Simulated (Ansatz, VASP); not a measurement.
**Two plane-wave programs on Cd**

INCAR

```
SYSTEM = Cd
PREC = Accurate
ENCUT = 630
EDIFF = 1E-6
ISMEAR = -1
SIGMA = 0.1
LREAL = .FALSE.
LASPH = .TRUE.
NELM = 120
ALGO = Normal
ISIF = 2
LWAVE = .FALSE.
LCHARG = .TRUE.
GGA = PE
LELF = .TRUE.
LVHAR = .TRUE.
NBANDS = 16
GGA_COMPAT = .FALSE.
```

Contents of KPOINTS:

```
regular mesh
0
G
  14 14 13
  0 0 0
```

Contents of POSCAR:

```
Cd
1.0
    2.6039156063      0.0000000000      0.0000000000
   -1.3019578032      2.2550570644      0.0000000000
    0.0000000000      0.0000000000      2.5801128107
Cd
1
Direct
    0.0000000000      0.0000000000      0.0000000000
```

Input for Ansatz:

```yaml
crystal:
  lattice:
    - [2.6039156063, 0.0, 0.0]
    - [-1.3019578032, 2.2550570644, 0.0]
    - [0.0, 0.0, 2.5801128107]
  atoms:
    - { symbol: Cd, position: [0.0, 0.0, 0.0] }
kpoints:
  mp_grid: { grid: [14, 14, 13] }
scf:
  occupations: { method: fermi_dirac, width: 0.1 }
hamiltonian:
  xc: pbe
  pseudopotentials: { kind: paw }
output:
  forces: true
  stress: true
  eigenvalues: true
  populations: true
  write_density: true
  write_potential: true
  elf: true
  volumetric_format: npy
```

Change from the starting cell: volume scaled by 0.6, PAW files.

Alike in both runs: task single point; functional PBE; k mesh 14 × 14 × 13; occupations fermi-dirac, width 0.1 eV; no spin polarisation.

|  | VASP | Ansatz |
| --- | --- | --- |
| version | VASP 6.6.1 | Ansatz 0.2.0 |
| potentials or method | VASP PAW PBE potentials, release 64 (Cd_sv_GW) | PAW with Ansatz's default frozen-core files, scalar-relativistic |
| plane-wave cutoff (eV) | 630 | 420 |
| valence electrons in the cell | 20 | 20 |

|  | VASP | Ansatz | Ansatz less VASP |
| --- | --- | --- | --- |
| pressure (GPa) | 72.9 | 73.2 | +0.30 |

Both programs put the cell under a high pressure, so it lies far from rest at this level.

Noted on VASP's run: the cell as given lies far from equilibrium.
